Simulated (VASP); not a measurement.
# CaO (I4/mmm) in VASP: notebook

Aim: see how the results for CaO move with the level of theory and the settings. Levels: PBE, r2SCAN. Tasks: single point.

Program: VASP 6.6.1. These are calculated values, not measurements. Logs are shortened: lines on timing, memory, paths and dates and some standing lists are left out, and cuts for length are marked.

## Step 1: The cell of the first run

Symmetry: I4/mmm, No. 139, tetragonal system. The conventional cell has a = 3.583 Å, b = 3.583 Å, c = 4.670 Å, α = 90.00°, β = 90.00°, γ = 90.00°. Ca (site symmetry 4/mmm) has 6 O at 2.33 to 2.53 Å within 3.1 Å. O (site symmetry 4/mmm) has 6 Ca at 2.33 to 2.53 Å within 3.1 Å.

## Step 2: Single point, PBE (epitaxial xy strain +5.7%)

Contents of INCAR:

```
  ALGO = Normal
  EDIFF = 1E-6
  ENCUT = 520
  GGA = PE
  ISIF = 2
  ISMEAR = -1
  LASPH = True
  LCHARG = False
  LREAL = False
  LWAVE = False
  NBANDS = 15
  NELM = 80
  PREC = Accurate
  SIGMA = 0.02
```

Contents of KPOINTS:

```
k-points
0
Gamma
  10 10 10
```

Contents of POSCAR:

```
CaO
1.0
    0.0000000000      2.5334912059      2.3348363765
    2.5334912059      0.0000000000      2.3348363765
    2.5334912059      2.5334912059      0.0000000000
Ca O
1 1
Direct
    0.0000000000      0.0000000000      0.0000000000
    0.5000000000      0.5000000000      0.5000000000
```

Potentials or basis: VASP PAW PBE potentials, release 64 (Ca_sv, O).

Started as:

```bash
> cat potpaw_PBE.64/Ca_sv/POTCAR potpaw_PBE.64/O/POTCAR > POTCAR
> mpirun -np 1 vasp_std > vasp.out
```

OUTCAR:

```text
EDIFF = 1E-6
   ENCUT = 520
   GGA = PE
   ISIF = 2
   ISMEAR = -1
   LASPH = True
   LREAL = False
   NELM = 80
   PREC = Accurate

 ion  position               nearest neighbor table
   1  0.000  0.000  0.000-   2 2.33   2 2.33   2 2.53   2 2.53   2 2.53   2 2.53
   2  0.500  0.500  0.500-   1 2.33   1 2.33   1 2.53   1 2.53   1 2.53   1 2.53

  LATTYP: Found a body centered tetragonal cell.
 ALAT       =     3.5828976235
 C/A-ratio  =     1.3033229647

  Lattice vectors:

 A1 = (   0.0000000000,  -2.5334912059,  -2.3348363765)
 A2 = (   0.0000000000,   2.5334912059,  -2.3348363765)
 A3 = (   2.5334912059,   0.0000000000,   2.3348363765)

Analysis of symmetry for initial positions (statically):
=====================================================================
 Subroutine PRICEL returns:
 Original cell was already a primitive cell.

 Routine SETGRP: Setting up the symmetry group for a
 body centered tetragonal supercell.

 Subroutine GETGRP returns: Found 16 space group operations
 (whereof 16 operations were pure point group operations)
 out of a pool of 16 trial point group operations.

The static configuration has the point symmetry D_4h.

Analysis of symmetry for dynamics (positions and initial velocities):
=====================================================================
 Subroutine PRICEL returns:
 Original cell was already a primitive cell.

 Routine SETGRP: Setting up the symmetry group for a
 body centered tetragonal supercell.

 Subroutine GETGRP returns: Found 16 space group operations
 (whereof 16 operations were pure point group operations)
 out of a pool of 16 trial point group operations.

The dynamic configuration has the point symmetry D_4h.

 Subroutine INISYM returns: Found 16 space group operations
 (whereof 16 operations are pure point group operations),
 and found     1 'primitive' translations

----------------------------------------------------------------------------------------

                                     Primitive cell

  volume of cell :      29.9727

  direct lattice vectors                    reciprocal lattice vectors
     0.000000000  2.533491206  2.334836377    -0.197356122  0.197356122  0.214147769
     2.533491206  0.000000000  2.334836377     0.197356122 -0.197356122  0.214147769
     2.533491206  2.533491206  0.000000000     0.197356122  0.197356122 -0.214147769

  length of vectors
     3.445292237  3.445292237  3.582897624     0.351792758  0.351792758  0.351792758

  position of ions in fractional coordinates (direct lattice)
     0.000000000  0.000000000  0.000000000
     0.500000000  0.500000000  0.500000000

  ion indices of the primitive-cell ions
   primitive index   ion index
                 1           1
                 2           2

----------------------------------------------------------------------------------------

 KPOINTS: k-points

Automatic generation of k-mesh.
 Grid dimensions read from file:
 generate k-points for:   10   10   10

 Generating k-lattice:

  Cartesian coordinates                     Fractional coordinates (reciprocal lattice)
    -0.019735612  0.019735612  0.021414777     0.100000000  0.000000000  0.000000000
     0.019735612 -0.019735612  0.021414777     0.000000000  0.100000000  0.000000000
     0.019735612  0.019735612 -0.021414777     0.000000000  0.000000000  0.100000000

  Length of vectors
     0.035179276  0.035179276  0.035179276

  Shift w.r.t. Gamma in fractional coordinates (k-lattice)
     0.000000000  0.000000000  0.000000000

 Subroutine IBZKPT returns following result:
 ===========================================

 Found    102 irreducible k-points:

 Following reciprocal coordinates:
            Coordinates               Weight
  0.000000  0.000000  0.000000      1.000000
  0.100000  0.000000  0.000000      8.000000
  0.200000  0.000000  0.000000      8.000000
  0.300000  0.000000  0.000000      8.000000
  0.400000  0.000000  0.000000      8.000000
  0.500000  0.000000  0.000000      4.000000
[... 16 lines left out ...]
  0.300000  0.300000  0.000000      2.000000
  0.400000  0.300000  0.000000      8.000000
 [... further k-points ...]
   k-points           NKPTS =    102   k-points in BZ     NKDIM =    102   number of bands    NBANDS=     15
   number of dos      NEDOS =    301   number of ions     NIONS =      2
   total plane-waves  NPLWV =  21952
   dimension x,y,z NGX =    28 NGY =   28 NGZ =   28
   dimension x,y,z NGXF=    56 NGYF=   56 NGZF=   56
   ions per type =               1   1
   NGX,Y,Z   is equivalent  to a cutoff of  13.51, 13.51, 12.99 a.u.
   NGXF,Y,Z  is equivalent  to a cutoff of  27.02, 27.02, 25.98 a.u.
 SYSTEM =  unknown system
   PREC   = accura    normal or accurate (medium, high low for compatibility)
   ISTART =      0    job   : 0-new  1-cont  2-samecut
   ICHARG =      2    charge: 1-file 2-atom 10-const
   ISPIN  =      1    spin polarized calculation?
   LNONCOLLINEAR =      F non collinear calculations
   LSORBIT =      F    spin-orbit coupling
   LASPH  =      T    aspherical Exc in radial PAW
   ENCUT  =  520.0 eV  38.22 Ry    6.18 a.u.   6.41  6.41  6.66*2*pi/ulx,y,z
   NELM   =     80;   NELMIN=  2; NELMDL= -5     # of ELM steps
   EDIFF  = 0.1E-05   stopping-criterion for ELM
   LREAL  =      F    real-space projection
   EDIFFG = 0.1E-04   stopping-criterion for IOM
   NSW    =      0    number of steps for IOM
   IBRION =     -1    ionic relax: 0-MD 1-quasi-New 2-CG
   NFREE  =      0    steps in history (QN), initial steepest desc. (CG)
   ISIF   =      2    stress and relaxation
   ISYM   =      2    0-nonsym 1-usesym 2-fastsym
   POTIM  = 0.5000    time-step for ionic-motion
   TEBEG  =    0.0;   TEEND  =   0.0 temperature during run
   PSTRESS=    0.0 pullay stress
   NELECT =      16.0000    total number of electrons
   NUPDOWN=      -1.0000    fix difference up-down
   EMIN   =  10.00;   EMAX   =-10.00  energy-range for DOS
   EFERMI =   0.00;   METHOD = LEGACY
   ISMEAR =    -1;   SIGMA  =   0.02  broadening in eV -4-tet -1-fermi 0-gaus
   EFERMI_NEDOS =   21; number of points for ismear=-14 and -15
   IALGO  =     38    algorithm
   IMIX   =      4    mixing-type and parameters
     AMIX     =   0.40;   BMIX     =  1.00
     AMIX_MAG =   1.60;   BMIX_MAG =  1.00
  volume/ion in A,a.u.               =      14.99       101.13
  Fermi-wavevector in a.u.,A,eV,Ry     =   1.328025  2.509604 23.995938  1.763652
  Thomas-Fermi vector in A             =   2.457294
   LORBIT       =      0    0 simple, 1 ext, 2 COOP (PROOUT), +10 PAW based schemes
   GGA     = PE    functional components
   LHFCALC =     F    Hartree Fock is set to
   AEXX    =    0.0000 exact exchange contribution
   IVDW    =     0    specifies the selected vdW correction
   LEPSILON=     F    determine dielectric tensor
   LRPA    =     F    only Hartree local field effects (RPA)
 non-spin polarized calculation
  energy-cutoff  :      520.00
  volume of cell :       29.97
 maximum number of plane-waves:       825
 NGX is ok and might be reduce to    28
   NGX = 13   NGY = 13   NGZ = 13

 number of electron      16.0000002 magnetization

 Free energy of the ion-electron system (eV)
  ---------------------------------------------------
  ext. energy  EPLUGINS =         0.00000000
  ---------------------------------------------------
  free energy    TOTEN  =       -12.73064835 eV

  energy without entropy =      -12.73064835  energy(sigma->0) =      -12.73064835

 E-fermi :   2.5309     XC(G=0): -10.0954

 val. band max:        2.0472841461   @ k =   0.0000   0.0000   0.0000
 cond. band min:       5.4201300553   @ k =   0.5000   0.5000   0.0000
 fundamental gap:      3.3728459092
 Fermi energy:         2.5309344924

 k-point     1 :       0.0000    0.0000    0.0000
  band No.  band energies     occupation
      1     -35.9886      2.00000
      2     -16.8255      2.00000
      3     -16.8255      2.00000
      4     -16.7661      2.00000
      5     -13.4706      2.00000
      6       1.8786      2.00000
      7       1.8786      2.00000
      8       2.0473      2.00000
      9       5.8985      0.00000
     10       7.8451      0.00000
     11       7.8451      0.00000
     12       8.3238      0.00000
     13       9.0067      0.00000
     14       9.9068      0.00000
     15      16.5899      0.00000

 k-point     2 :       0.1000    0.0000    0.0000
  band No.  band energies     occupation
      1     -35.9816      2.00000
      2     -16.9050      2.00000
      3     -16.8329      2.00000
      4     -16.7886      2.00000
      5     -13.3589      2.00000
      6       1.5708      2.00000
      7       1.7604      2.00000
      8       1.8756      2.00000
      9       6.3367      0.00000
     10       7.8904      0.00000
     11       8.0204      0.00000
     12       8.3811      0.00000
     13       9.2076      0.00000
     14      10.1414      0.00000
     15      16.9207      0.00000

 k-point     3 :       0.2000    0.0000    0.0000
  band No.  band energies     occupation
      1     -35.9632      2.00000
      2     -17.1372      2.00000
      3     -16.8522      2.00000
      4     -16.7986      2.00000
      5     -13.0903      2.00000
      6       0.8586      2.00000
      7       1.4757      2.00000
      8       1.5413      2.00000
      9       7.3259      0.00000
     10       7.9768      0.00000
     11       8.5010      0.00000
     12       8.6884      0.00000
     13       9.7345      0.00000
     14      10.7402      0.00000
     15      17.2690      0.00000

 k-point     4 :       0.3000    0.0000    0.0000
  band No.  band energies     occupation
      1     -35.9403      2.00000
      2     -17.3940      2.00000
      3     -16.8757      2.00000
      4     -16.8052      2.00000
      5     -12.7918      2.00000
      6       0.1450      2.00000
      7       1.1625      2.00000
      8       1.1843      2.00000
      9       8.1303      0.00000
     10       8.4939      0.00000
     11       9.1509      0.00000
     12       9.2119      0.00000
     13      10.4228      0.00000
     14      11.4529      0.00000
     15      16.5479      0.00000
[... 307 lines left out ...]
 k-point    22 :      -0.2000    0.2000    0.0000
  band No.  band energies     occupation
      1     -35.9349      2.00000
      2     -17.2571      2.00000
      3     -16.9102      2.00000
      4     -16.8730      2.00000
      5     -12.9789      2.00000
      6       0.2345      2.00000
      7       1.1042      2.00000
      8       1.5587      2.00000
      9       7.8284      0.00000
     10       8.7067      0.00000
     11       8.8490      0.00000
     12       9.9026      0.00000
     13      10.7686      0.00000
     14      10.8019      0.00000
     15      17.3190      0.00000

 k-point    23 :       0.3000    0.3000    0.0000
  band No.  band energies     occupation
      1     -35.9156      2.00000
      2     -17.2942      2.00000
      3     -16.9690      2.00000
      4     -16.9690      2.00000
      5     -12.8594      2.00000
      6       0.2657      2.00000
      7       1.4351      2.00000
      8       1.4351      2.00000
      9       6.1959      0.00000
     10       8.1181      0.00000
     11       9.8799      0.00000
     12      10.2604      0.00000
     13      10.2604      0.00000
     14      12.6597      0.00000
     15      18.6055      0.00000

 k-point    24 :       0.4000    0.3000    0.0000
  band No.  band energies     occupation
      1     -35.9005      2.00000
      2     -17.3261      2.00000
      3     -16.9937      2.00000
      4     -16.9910      2.00000
      5     -12.9214      2.00000
      6       0.3843      2.00000
      7       1.2769      2.00000
      8       1.3557      2.00000
      9       6.0867      0.00000
     10       8.8021      0.00000
     11      10.1947      0.00000
     12      10.5269      0.00000
     13      10.6136      0.00000
     14      12.8084      0.00000
     15      17.0187      0.00000

 [... further k-points ...]
[... 5 lines left out ...]
  --------------------------------------------------------------------------------------
  -------------------------------------------------------------------------------------
  Total       -1.3602140     -1.3602140      0.5541390      0.0000000      0.0000000      0.0000000
  in kB      -72.7097357    -72.7097357     29.6212961      0.0000000      0.0000000      0.0000000
  external PRESSURE =     -38.5993918 kB  Pullay stress =       0.0000000 kB

 VOLUME and BASIS-vectors are now :
 -----------------------------------------------------------------------------
  energy-cutoff  :      520.00
  volume of cell :       29.97
      direct lattice vectors                 reciprocal lattice vectors
     0.000000000  2.533491206  2.334836377    -0.197356122  0.197356122  0.214147769
     2.533491206  0.000000000  2.334836377     0.197356122 -0.197356122  0.214147769
     2.533491206  2.533491206  0.000000000     0.197356122  0.197356122 -0.214147769

 POSITION                                       TOTAL-FORCE (eV/Angst)
 -----------------------------------------------------------------------------------
      0.00000      0.00000      0.00000         0.000000     -0.000000      0.000000
      2.53349      2.53349      2.33484        -0.000000      0.000000      0.000000
 -----------------------------------------------------------------------------------
    total drift:                                0.000000      0.000000      0.000000

  FREE ENERGIE OF THE ION-ELECTRON SYSTEM (eV)
  ---------------------------------------------------
  free  energy   TOTEN  =       -12.7306483543 eV

  energy  without entropy=      -12.7306483543  energy(sigma->0) =      -12.73064835
```

Wall time 18 s (1 thread of Intel Xeon 6975P-C (Granite Rapids), shared host); peak memory 0.18 GiB.

Results:

- Free energy: -12.7306 eV
- Pressure: -3.9 GPa
- Band gap on the k mesh: 3.37 eV, indirect (least direct gap 3.85 eV)

Caveat: the cell differs from its parent crystal (epitaxial xy strain +5.7%).

## Step 3: Single point, r2SCAN (epitaxial xy strain +5.7%)

POSCAR is that of step 2.

Contents of INCAR.step1:

```
PREC = Accurate
ENCUT = 520
ISMEAR = 0
SIGMA = 0.01
LREAL = False
LASPH = True
NELM = 80
NBANDS = 15
GGA = PE
ALGO = Normal
EDIFF = 1E-4
LWAVE = True
LCHARG = False
```

Contents of INCAR.step2:

```
PREC = Accurate
ENCUT = 520
EDIFF = 1E-6
ISMEAR = 0
SIGMA = 0.01
LREAL = False
LASPH = True
NELM = 80
ALGO = Normal
ISIF = 2
LWAVE = False
LCHARG = False
METAGGA = R2SCAN
LMIXTAU = True
NBANDS = 15
ISTART = 1
```

Contents of KPOINTS:

```
Automatic mesh
0
Gamma
  10 10 10
```

Potentials or basis: VASP PAW PBE potentials, release 64 (Ca_sv, O).

Started as:

```bash
> cat potpaw_PBE.64/Ca_sv/POTCAR potpaw_PBE.64/O/POTCAR > POTCAR
> cp INCAR.step1 INCAR
> mpirun -np 1 vasp_std > vasp.out
> cp INCAR.step2 INCAR
> mpirun -np 1 vasp_std > vasp.out
```

Wall time 82 s (1 thread of Intel Xeon 6975P-C (Granite Rapids), shared host); peak memory 0.19 GiB.

Results (log left out):

```yaml
Free_energy: -19.3501 eV
Pressure: -6.0 GPa
Band_gap_on_the_k_mesh: 3.91 eV, indirect (least direct gap 4.53 eV)
```

Stress tensor (GPa, compression positive):
```
-9.69  0.00  0.00
 0.00 -9.69  0.00
 0.00  0.00  1.45
```

Levels at points of the mesh, in eV from the valence-band top:
```tsv
k point	band 6	band 7	band 8	band 9	band 10	band 11
(0.00, 0.00, 0.00)	-0.17	-0.17	0.00	4.53	6.42	6.42
(0.50, 0.00, 0.00)	-2.55	-1.21	-1.19	7.21	8.46	8.55
(0.50, 0.50, 0.00)	-1.13	-0.63	-0.63	3.91	8.23	9.10
(0.50, 0.00, 0.50)	-1.56	-0.49	-0.35	4.21	7.94	9.25
```

Caveat: the cell differs from its parent crystal (epitaxial xy strain +5.7%); the PAW data sets were made with another functional, which shifts forces and pressure a little. A k mesh can miss the band edges.
